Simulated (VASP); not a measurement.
# Ru6N in VASP: single point with PBE

Aim: the single point of Ru6N with PBE.

All numbers are computed with VASP 6.6.1; they aren't measurements. Logs are shortened: lines on timing, memory, paths and dates and some standing lists are left out, and cuts for length are marked.

## (1) The cell of the first run

The cell holds a slab with vacuum, 7 atoms: a = 2.720 Å, b = 4.297 Å, c = 20.838 Å, α = 90.00°, β = 90.00°, γ = 90.00°.

## (2) Single point, PBE

INCAR

```
SYSTEM = Ru6N
PREC = Accurate
ENCUT = 520
EDIFF = 1E-7
ISMEAR = 0
SIGMA = 0.1
LREAL = .False.
LASPH = .True.
NELM = 100
ALGO = Normal
ISIF = 2
LWAVE = .False.
LCHARG = .True.
LDIPOL = .True.
IDIPOL = 3
DIPOL = 0.5 0.5 0.348
GGA = PE
LELF = .True.
LVHAR = .True.
LVACPOTAV = .True.
NBANDS = 54
```

KPOINTS

```
Automatic mesh
0
Gamma
  10 6 1
  0 0 0
```

POSCAR

```
Ru6N
1.0
    2.7197977462      0.0000000000      0.0000000000
    0.0000000000      4.2966597640      0.0000000000
    0.0000000000      0.0000000000     20.8383397414
Ru N
6 1
Direct
    0.0000000000      0.7500000000      0.1919538720
    0.5000000000      0.2500000000      0.2296314409
    0.5000000000      0.7500000000      0.3049865786
    0.0000000000      0.2500000000      0.3407382302
    0.0000000000      0.7500000000      0.4168575075
    0.5000000000      0.2500000000      0.4481326179
    1.0000000000      0.2500000000      0.5070287512
```

Potentials or basis: VASP PAW PBE potentials, release 64 (Ru_pv, N).

Command:

```bash
cat potpaw_PBE.64/Ru_pv/POTCAR potpaw_PBE.64/N/POTCAR > POTCAR
mpirun -np 1 vasp_std > vasp.out
```

OUTCAR:

```text
SYSTEM = Ru6N
   PREC = Accurate
   ENCUT = 520
   EDIFF = 1E-7
   ISMEAR = 0
   LREAL = .False.
   LASPH = .True.
   NELM = 100
   ISIF = 2
   GGA = PE

 ion  position               nearest neighbor table
   1  0.000  0.750  0.192-   2 2.66   2 2.66   2 2.66   2 2.66   3 2.72   3 2.72
   2  0.500  0.250  0.230-   3 2.66   3 2.66   1 2.66   1 2.66   1 2.66   1 2.66   4 2.69   4 2.69

   3  0.500  0.750  0.305-   4 2.65   4 2.65   4 2.65   4 2.65   2 2.66   2 2.66   5 2.70   5 2.70
                             1 2.72   1 2.72
   4  0.000  0.250  0.341-   6 2.62   6 2.62   3 2.65   3 2.65   3 2.65   3 2.65   5 2.67   5 2.67
                             2 2.69   2 2.69
   5  0.000  0.750  0.417-   6 2.62   6 2.62   6 2.62   6 2.62   4 2.67   4 2.67   3 2.70   3 2.70

   6  0.500  0.250  0.448-   7 1.83   7 1.83   4 2.62   4 2.62   5 2.62   5 2.62   5 2.62   5 2.62

   7  0.000  0.250  0.507-   6 1.83   6 1.83

  LATTYP: Found a simple orthorhombic cell.
 ALAT       =     2.7197977462
 B/A-ratio  =     1.5797717937
 C/A-ratio  =     7.6617240273

  Lattice vectors:

 A1 = (   2.7197977462,   0.0000000000,   0.0000000000)
 A2 = (   0.0000000000,   4.2966597640,   0.0000000000)
 A3 = (   0.0000000000,   0.0000000000,  20.8383397414)

Analysis of symmetry for initial positions (statically):
=====================================================================
 Subroutine PRICEL returns:
 Original cell was already a primitive cell.

 Routine SETGRP: Setting up the symmetry group for a
 simple orthorhombic supercell.

 Subroutine GETGRP returns: Found  4 space group operations
 (whereof  2 operations were pure point group operations)
 out of a pool of  8 trial point group operations.

The static configuration has the point symmetry C_1h.
 The point group associated with its full space group is C_2v.

Analysis of symmetry for dynamics (positions and initial velocities):
=====================================================================
 Subroutine PRICEL returns:
 Original cell was already a primitive cell.

 Routine SETGRP: Setting up the symmetry group for a
 simple orthorhombic supercell.

 Subroutine GETGRP returns: Found  4 space group operations
 (whereof  2 operations were pure point group operations)
 out of a pool of  8 trial point group operations.

The dynamic configuration has the point symmetry C_1h.
 The point group associated with its full space group is C_2v.

 Subroutine INISYM returns: Found  4 space group operations
 (whereof  2 operations are pure point group operations),
 and found     1 'primitive' translations

----------------------------------------------------------------------------------------

                                     Primitive cell

  volume of cell :     243.5178

  direct lattice vectors                    reciprocal lattice vectors
     2.719797746  0.000000000  0.000000000     0.367674398  0.000000000  0.000000000
     0.000000000  4.296659764  0.000000000     0.000000000  0.232738931  0.000000000
     0.000000000  0.000000000 20.838339741     0.000000000  0.000000000  0.047988468

  length of vectors
     2.719797746  4.296659764 20.838339741     0.367674398  0.232738931  0.047988468

  position of ions in fractional coordinates (direct lattice)
     0.000000000  0.750000000  0.191953872
     0.500000000  0.250000000  0.229631441
     0.500000000  0.750000000  0.304986579
     0.000000000  0.250000000  0.340738230
     0.000000000  0.750000000  0.416857507
     0.500000000  0.250000000  0.448132618
     0.000000000  0.250000000  0.507028751

  ion indices of the primitive-cell ions
   primitive index   ion index
                 1           1
                 2           2
                 3           3
                 4           4
                 5           5
                 6           6
                 7           7

----------------------------------------------------------------------------------------

 KPOINTS: Automatic mesh

Automatic generation of k-mesh.
 Grid dimensions read from file:
 generate k-points for:   10    6    1

 Generating k-lattice:

  Cartesian coordinates                     Fractional coordinates (reciprocal lattice)
     0.036767440  0.000000000  0.000000000     0.100000000  0.000000000  0.000000000
     0.000000000  0.038789822  0.000000000     0.000000000  0.166666667  0.000000000
     0.000000000  0.000000000  0.047988468     0.000000000  0.000000000  1.000000000

  Length of vectors
     0.036767440  0.038789822  0.047988468

  Shift w.r.t. Gamma in fractional coordinates (k-lattice)
     0.000000000  0.000000000  0.000000000

 Subroutine IBZKPT returns following result:
 ===========================================

 Found     24 irreducible k-points:

 Following reciprocal coordinates:
            Coordinates               Weight
  0.000000  0.000000  0.000000      1.000000
  0.100000  0.000000  0.000000      2.000000
  0.200000  0.000000  0.000000      2.000000
  0.300000  0.000000  0.000000      2.000000
  0.400000  0.000000  0.000000      2.000000
  0.500000  0.000000  0.000000      1.000000
[... 16 lines left out ...]
  0.400000  0.500000  0.000000      2.000000
  0.500000  0.500000  0.000000      1.000000
   k-points           NKPTS =     24   k-points in BZ     NKDIM =     24   number of bands    NBANDS=     54
   number of dos      NEDOS =    301   number of ions     NIONS =      7
   total plane-waves  NPLWV = 102400
   dimension x,y,z NGX =    20 NGY =   32 NGZ =  160
   dimension x,y,z NGXF=    40 NGYF=   64 NGZF=  320
   ions per type =               6   1
   NGX,Y,Z   is equivalent  to a cutoff of  12.22, 12.38, 12.76 a.u.
   NGXF,Y,Z  is equivalent  to a cutoff of  24.45, 24.76, 25.53 a.u.
 SYSTEM =  Ru6N
   PREC   = accura    normal or accurate (medium, high low for compatibility)
   ISTART =      0    job   : 0-new  1-cont  2-samecut
   ICHARG =      2    charge: 1-file 2-atom 10-const
   ISPIN  =      1    spin polarized calculation?
   LNONCOLLINEAR =      F non collinear calculations
   LSORBIT =      F    spin-orbit coupling
   LASPH  =      T    aspherical Exc in radial PAW
   ENCUT  =  520.0 eV  38.22 Ry    6.18 a.u.   5.06  7.99 38.75*2*pi/ulx,y,z
   NELM   =    100;   NELMIN=  2; NELMDL= -5     # of ELM steps
   EDIFF  = 0.1E-06   stopping-criterion for ELM
   LREAL  =      F    real-space projection
   EDIFFG = 0.1E-05   stopping-criterion for IOM
   NSW    =      0    number of steps for IOM
   IBRION =     -1    ionic relax: 0-MD 1-quasi-New 2-CG
   NFREE  =      0    steps in history (QN), initial steepest desc. (CG)
   ISIF   =      2    stress and relaxation
   ISYM   =      2    0-nonsym 1-usesym 2-fastsym
   POTIM  = 0.5000    time-step for ionic-motion
   TEBEG  =    0.0;   TEEND  =   0.0 temperature during run
   PSTRESS=    0.0 pullay stress
   NELECT =      89.0000    total number of electrons
   NUPDOWN=      -1.0000    fix difference up-down
   EMIN   =  10.00;   EMAX   =-10.00  energy-range for DOS
   EFERMI =   0.00;   METHOD = LEGACY
   ISMEAR =     0;   SIGMA  =   0.10  broadening in eV -4-tet -1-fermi 0-gaus
   EFERMI_NEDOS =   21; number of points for ismear=-14 and -15
   IALGO  =     38    algorithm
   IMIX   =      4    mixing-type and parameters
     AMIX     =   0.40;   BMIX     =  1.00
     AMIX_MAG =   1.60;   BMIX_MAG =  1.00
  volume/ion in A,a.u.               =      34.79       234.76
  Fermi-wavevector in a.u.,A,eV,Ry     =   1.170473  2.211873 18.640066  1.370006
  Thomas-Fermi vector in A             =   2.306931
   LORBIT       =      0    0 simple, 1 ext, 2 COOP (PROOUT), +10 PAW based schemes
   GGA     = PE    functional components
   LHFCALC =     F    Hartree Fock is set to
   AEXX    =    0.0000 exact exchange contribution
   IVDW    =     0    specifies the selected vdW correction
   LEPSILON=     F    determine dielectric tensor
   LRPA    =     F    only Hartree local field effects (RPA)
 non-spin polarized calculation
 Gauss-broadening in eV      SIGMA  =   0.10
  energy-cutoff  :      520.00
  volume of cell :      243.52
 maximum number of plane-waves:      6614
   NGX = 11   NGY = 15   NGZ = 77

 dipolmoment           0.000000      0.000000     -0.586912 electrons x Angstroem

 number of electron      89.0000041 magnetization

 dipolmoment           0.000000      0.000000      0.079075 electrons x Angstroem

 Free energy of the ion-electron system (eV)
  ---------------------------------------------------
  ext. energy  EPLUGINS =         0.00000000
  ---------------------------------------------------
  free energy    TOTEN  =       -58.74705929 eV

  energy without entropy =      -58.69766777  energy(sigma->0) =      -58.72236353

 E-fermi :   1.1279     XC(G=0):  -5.9709

 val. band max:        1.1133690838   @ k =   0.0000   0.3333   0.0000
 cond. band min:       1.1444386704   @ k =   0.0000   0.1667   0.0000
 fundamental gap:      0.0310695865
 Fermi energy:         1.1279252845

 k-point     1 :       0.0000    0.0000    0.0000
  band No.  band energies     occupation
      1     -42.8425      2.00000
      2     -42.8299      2.00000
      3     -42.7512      2.00000
      4     -42.4331      2.00000
      5     -42.1892      2.00000
      6     -42.0815      2.00000
[... 46 lines left out ...]
     53       2.7029      0.00000
     54       2.9511      0.00000

 k-point     2 :       0.1000    0.0000    0.0000
  band No.  band energies     occupation
      1     -42.9039      2.00000
      2     -42.8179      2.00000
      3     -42.7289      2.00000
      4     -42.4123      2.00000
      5     -42.1781      2.00000
      6     -42.0641      2.00000
[... 46 lines left out ...]
     53       2.8526      0.00000
     54       2.9933      0.00000
[... 1195 lines left out ...]
     53       3.7865      0.00000
     54       4.0111      0.00000

 k-point    24 :       0.5000    0.5000    0.0000
  band No.  band energies     occupation
      1     -43.4973      2.00000
      2     -42.7413      2.00000
      3     -42.6167      2.00000
      4     -42.4392      2.00000
      5     -42.3839      2.00000
      6     -42.2215      2.00000
[... 46 lines left out ...]
     53       4.3070      0.00000
     54       5.3337      0.00000

------------------------ aborting loop because EDIFF is reached ----------------------------------------

  FORCE on cell =-STRESS in cart. coord.  units (eV):
  Direction    XX          YY          ZZ          XY          YZ          ZX
  --------------------------------------------------------------------------------------
  -------------------------------------------------------------------------------------
  Total        3.0770691     -0.6848670      3.4009527      0.0000000      0.0000000      0.0000000
  in kB       20.2449702     -4.5059474     22.3758986      0.0000000      0.0000000      0.0000000
  external PRESSURE =      12.7049738 kB  Pullay stress =       0.0000000 kB

 VOLUME and BASIS-vectors are now :
 -----------------------------------------------------------------------------
  energy-cutoff  :      520.00
  volume of cell :      243.52
      direct lattice vectors                 reciprocal lattice vectors
     2.719797746  0.000000000  0.000000000     0.367674398  0.000000000  0.000000000
     0.000000000  4.296659764  0.000000000     0.000000000  0.232738931  0.000000000
     0.000000000  0.000000000 20.838339741     0.000000000  0.000000000  0.047988468

 POSITION                                       TOTAL-FORCE (eV/Angst)
 -----------------------------------------------------------------------------------
      0.00000      3.22249      4.00000         0.000000      0.000000      0.774059
      1.35990      1.07416      4.78514         0.000000      0.000000     -0.343605
      1.35990      3.22249      6.35541         0.000000      0.000000     -0.231693
      0.00000      1.07416      7.10042         0.000000      0.000000     -2.063516
      0.00000      3.22249      8.68662         0.000000      0.000000     -1.061935
      1.35990      1.07416      9.33834         0.000000      0.000000      2.880366
      0.00000      1.07416     10.56564         0.000000      0.000000      0.046324
 -----------------------------------------------------------------------------------
    total drift:                               -0.000000      0.000000      0.000453

  FREE ENERGIE OF THE ION-ELECTRON SYSTEM (eV)
  ---------------------------------------------------
  free  energy   TOTEN  =       -58.7470592948 eV

  energy  without entropy=      -58.6976677681  energy(sigma->0) =      -58.72236353

 vacuum level on the upper side and lower side of the slab         7.124         5.900
```

Run time: 5.6 min. Hardware: 1 thread of Intel Xeon 6975P-C (Granite Rapids), shared host; peak memory 0.44 GiB.

Results:

```yaml
Free_energy: -58.7471 eV
Largest_force: 2.880 eV/Å
Band_gap_on_the_k_mesh: zero (an odd number of electrons rules out a gap without spin polarisation)
```

Forces on the atoms (eV/Å):
```
Ru   0.000  0.000  0.774
Ru   0.000  0.000 -0.344
Ru   0.000  0.000 -0.232
Ru   0.000  0.000 -2.064
Ru   0.000  0.000 -1.062
Ru   0.000  0.000  2.880
N    0.000  0.000  0.046
```

The gap in the log of VASP goes by the Fermi energy; the results here count the filled bands.